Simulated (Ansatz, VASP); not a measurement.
# Two plane-wave programs on Co

File INCAR:

```
SYSTEM = Co
PREC = Accurate ; ENCUT = 520
EDIFF = 1E-6 ; ISMEAR = -1
SIGMA = 0.1 ; LREAL = .False.
LASPH = .True. ; NELM = 100
ALGO = Normal ; ISIF = 2
LWAVE = .False. ; LCHARG = .True.
GGA = RP ; LELF = .True.
LVHAR = .True. ; NBANDS = 16
```

File KPOINTS:

```
regular mesh
0
Gamma
  12 12 12
  0 0 0
```

Contents of POSCAR:

```
Co
1.0
    0.0000000000      2.4527638596      2.4527638596
    2.4527638596      0.0000000000      2.4527638596
    2.4527638596      2.4527638596      0.0000000000
Co
2
Direct
    0.1250000000      0.1250000000      0.1250000000
    0.8750000000      0.8750000000      0.8750000000
```

Input for Ansatz:

```yaml
crystal:
  lattice:
    - [0.0, 2.4527638596, 2.4527638596]
    - [2.4527638596, 0.0, 2.4527638596]
    - [2.4527638596, 2.4527638596, 0.0]
  atoms:
    - { symbol: Co, position: [0.125, 0.125, 0.125] }
    - { symbol: Co, position: [0.875, 0.875, 0.875] }
hamiltonian:
  xc: rpbe
  pseudopotentials:
    kind: paw
    azcp:
      Co: "pseudopotentials/Co.paw.azcp"
basis:
  ecutwfc: 420
  fft_grid_basis: typed
kpoints:
  mp_grid: { grid: [12, 12, 12], shift: [0, 0, 0] }
magnetization:
  spin_polarized: false
scf:
  occupations: { method: fermi_dirac, width: 0.1 }
  lower_state_search: "off"
output:
  stress: true
  write_density: true
  write_potential: true
  elf: true
  volumetric_format: npy
```

Alike in both runs: task single point; functional RPBE; k mesh 12 × 12 × 12; occupations fermi-dirac, width 0.1 eV; no spin polarisation.

```csv
,VASP,Ansatz
version,VASP 6.6.1,Ansatz 0.2.0
potentials or method,"VASP PAW PBE potentials, release 64 (Co), cutoff 520 eV","plane waves (420 eV) with PAW, scalar-relativistic"
valence electrons in the cell,18,34
```

VASP gave:

- pressure (GPa): 4.3

Which values does Ansatz return?

Pressure (GPa): 5.3.

VASP's potentials were made for PBE, not for RPBE. With one functional, cell and mesh, what is left measures potentials, basis and numerics. VASP's potentials hold 18 valence electrons a cell and Ansatz's 34, so a difference there can come from the potentials and not from the codes.
